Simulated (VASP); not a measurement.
Crystal: C.

```
C
1.0
     1.22805   -2.12706    0.00000
     1.22805    2.12706    0.00000
     0.00000    0.00000    7.17327
C
4
Direct
  0.08338 0.91662 0.75314
  0.58338 0.41662 0.24686
  0.91662 0.08338 0.24686
  0.41662 0.58338 0.75314
```

| Quantity | Value |
| --- | --- |
| Program | VASP 6.6.1 |
| Task | relaxation of cell and atoms |
| Functional | PBE |
| Dispersion | D3(BJ) |
| Potentials or basis | VASP PAW PBE potentials, release 64 (C) |
| Cutoff | 600 eV |
| k mesh | 21 × 21 × 6 |
| Occupations | gaussian, width 0.1 eV |
| Spin | no spin polarisation |

At the start: pressure 2.7 GPa; volume 9.37 Å³/atom.

Problem. How do energy, volume and symmetry change on relaxing?

Solution. Over 39 steps the energy falls by 4.4 meV/atom and the volume is 8.86 Å³/atom (-5.4 %); space group Fmmm (No. 69, to 0.1 Å) before and after.

The path:
```csv
step,energy change (eV),largest force (eV/Å),pressure (GPa),volume (Å³)
1,0.0000,0.0257,2.68,37.48
2,0.0201,0.0949,-7.89,38.33
3,-0.0047,0.0159,-0.69,37.73
4,-0.0061,0.0496,-0.72,37.59
5,-0.0086,0.2418,-0.76,37.15
6,-0.0070,0.6327,-0.77,36.28
7,-0.0091,0.3573,-0.79,36.89
8,-0.0093,0.3537,-0.77,36.87
9,-0.0098,0.3432,-0.74,36.83
10,-0.0106,0.3223,-0.73,36.73
11,-0.0123,0.2805,-0.67,36.53
12,-0.0148,0.1971,-0.51,36.14
13,-0.0169,0.0329,-0.16,35.36
14,-0.0169,0.0432,-0.22,35.41
15,-0.0171,0.0239,-0.15,35.44
16,-0.0172,0.0128,-0.08,35.48
17,-0.0172,0.0553,0.08,35.55
18,-0.0173,0.0267,0.02,35.51
19,-0.0173,0.0288,0.00,35.51
20,-0.0173,0.0154,0.01,35.51
21,-0.0173,0.0158,0.01,35.51
22,-0.0173,0.0138,-0.01,35.52
23,-0.0173,0.0121,-0.05,35.52
24,-0.0173,0.0124,-0.05,35.52
25,-0.0173,0.0112,-0.05,35.52
26,-0.0174,0.0106,-0.05,35.52
27,-0.0174,0.0094,-0.05,35.53
28,-0.0175,0.0106,-0.07,35.53
29,-0.0176,0.0066,-0.03,35.53
30,-0.0176,0.0060,0.01,35.52
31,-0.0176,0.0059,-0.03,35.52
32,-0.0176,0.0072,-0.13,35.52
33,-0.0176,0.0107,-0.33,35.51
34,-0.0176,0.0081,-0.20,35.51
35,-0.0176,0.0079,-0.22,35.51
36,-0.0176,0.0067,-0.18,35.50
37,-0.0177,0.0045,-0.14,35.49
38,-0.0177,0.0002,-0.04,35.46
39,-0.0177,0.0010,-0.03,35.45
```

Final structure:
```cif
data_structure
_symmetry_space_group_name_H-M 'P 1'
_symmetry_Int_Tables_number 1
_cell_length_a 2.4647
_cell_length_b 2.4647
_cell_length_c 6.7361
_cell_angle_alpha 90.000
_cell_angle_beta 90.000
_cell_angle_gamma 119.968
_cell_volume 35.45
loop_
_atom_site_label
_atom_site_type_symbol
_atom_site_fract_x
_atom_site_fract_y
_atom_site_fract_z
_atom_site_occupancy
C1 C 0.08331 0.91669 0.74992 1
C2 C 0.58331 0.41669 0.25008 1
C3 C 0.91669 0.08331 0.25008 1
C4 C 0.41669 0.58331 0.74992 1
```
